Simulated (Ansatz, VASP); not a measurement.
SnS2 in VASP and in Ansatz

```
Sn S
1.0
     3.65305    0.00000    0.00000
    -1.82653    3.16364    0.00000
     0.00000    0.00000    5.89066
Sn S
1 2
Direct
  0.00000 0.00000 0.00000
  0.33333 0.66667 0.25000
  0.66667 0.33333 0.75000
```

Alike in both runs: task single point; functional PBE; k mesh 8 × 8 × 5; occupations gaussian, width 0.033 eV; non-collinear spin, spin-orbit coupling.

```csv
,VASP,Ansatz
version,VASP 6.6.1,Ansatz 0.2.0
potentials or method,"VASP PAW PBE potentials, release 64 (Sn_d, S), cutoff 500 eV",PAW plane waves
valence electrons in the cell,26,26
```

VASP gave:

```
pressure (GPa)                                                : 3.1
traceless stress, the component that is largest in VASP (GPa) : -0.16
rms of the force components (eV/Å)                            : 0.059
```

**Question.** What did Ansatz give for the same quantities?

**Answer.** Pressure (GPa): 3.2; traceless stress, the component that is largest in VASP (GPa): -0.19; rms of the force components (eV/Å): 0.062.

Atom by atom the forces differ by 0.002 eV/Å (rms over components). The functional is the same, so the differences come from potentials, cutoffs and numerics. Ansatz's warnings: structure snapped to symmetry.
